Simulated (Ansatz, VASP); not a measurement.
Two plane-wave programs on W

```xyz
1
Lattice="-1.0261 1.6506 1.6506 1.6506 -1.0261 1.6506 1.6506 1.6506 -1.0261" Properties=species:S:1:pos:R:3 pbc="T T T"
W     0.0000    0.0000    0.0000
```

Alike in both runs: task single point; functional PBEsol; k mesh 24 × 24 × 24; occupations gaussian, width 0.15 eV; no spin polarisation.

|  | VASP | Ansatz |
| --- | --- | --- |
| version | VASP 6.6.1 | Ansatz 0.2.0 |
| potentials or method | VASP PAW PBE potentials, release 64 (W_sv), cutoff 520 eV | scalar-relativistic, plane waves, PAW |
| valence electrons in the cell | 14 | 14 |

Ansatz gave:

* gap on the k mesh at the Fermi level (eV): none
* pressure (GPa): 19.0
* traceless stress, the component that is largest in VASP (GPa): -11.95

Which values does VASP return?

gap on the k mesh at the Fermi level (eV): none; pressure (GPa): 20.2; traceless stress, the component that is largest in VASP (GPa): -12.05.

VASP's potentials were made for PBE, not for PBEsol. A gap of «none» marks a metal or a gap that the smearing closes.

Spin-orbit coupling is off throughout.
